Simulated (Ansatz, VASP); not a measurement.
**One calculation of TiB2, two programs**

POSCAR

```
TiB2
1.0
    3.0292000000      0.0000000000      0.0000000000
   -1.5146000000      2.6233641500      0.0000000000
    0.0000000000      0.0000000000      3.2284000000
Ti B
1 2
Direct
    0.0000000000      0.0000000000      0.0000000000
    0.3333333333      0.6666666667      0.5000000000
    0.6666666667      0.3333333333      0.5000000000
```

The input INCAR.step1:

```
PREC = Accurate
ENCUT = 600
ISMEAR = -1
SIGMA = 0.15
LREAL = False
LASPH = True
NELM = 100
GGA = PE
ALGO = Normal
EDIFF = 1E-4
LWAVE = True
LCHARG = False
```

INCAR.step2

```
PREC = Accurate
ENCUT = 600
EDIFF = 1E-6
ISMEAR = -1
SIGMA = 0.15
LREAL = False
LASPH = True
NELM = 100
ALGO = Normal
ISIF = 3
LWAVE = False
LCHARG = False
METAGGA = R2SCAN
LMIXTAU = True
IBRION = 2
NSW = 80
EDIFFG = -0.03
ISTART = 1
```

Contents of KPOINTS:

```
regular mesh
0
Gamma
  13 13 10
```

Input for Ansatz:

```yaml
crystal:
  lattice:
    - [3.0292, 0.0, 0.0]
    - [-1.5146, 2.62336415, 0.0]
    - [0.0, 0.0, 3.2284]
  atoms:
    - { symbol: Ti, position: [0.0, 0.0, 0.0] }
    - { symbol: B, position: [0.3333333333333333, 0.6666666666666666, 0.5] }
    - { symbol: B, position: [0.6666666666666666, 0.3333333333333333, 0.5] }
kpoints:
  mp_grid:
    grid: [13, 13, 10]
hamiltonian:
  xc: r2scan
  dispersion: none
scf:
  occupations:
    method: fermi_dirac
    width: 0.15
relax:
  f_tol: 0.03
  cell: {}
```

Alike in both runs: task relaxation of cell and atoms; functional r2SCAN; k mesh 13 × 13 × 10; occupations fermi-dirac, width 0.15 eV; no spin polarisation.

|  | VASP | Ansatz |
| --- | --- | --- |
| version | VASP 6.6.1 | Ansatz 0.2.0 |
| potentials or method | VASP PAW PBE potentials, release 64 (Ti_sv, B) | plane waves, PAW |
| plane-wave cutoff (eV) | 600 | 500 |
| valence electrons in the cell | 18 | 18 |

Ansatz gave:

| Property | Result |
| --- | --- |
| relaxed volume (Å³/atom) | 8.51 |
| relaxed cell length with the largest relative difference (Å) | 3.223 |

What did VASP give for the same quantities?

Relaxed volume (Å³/atom): 8.55; relaxed cell length with the largest relative difference (Å): 3.228.

VASP's potentials were made for PBE, not for r2SCAN.

Noted on VASP's run: the relaxation stopped at its first step, so nothing moved.
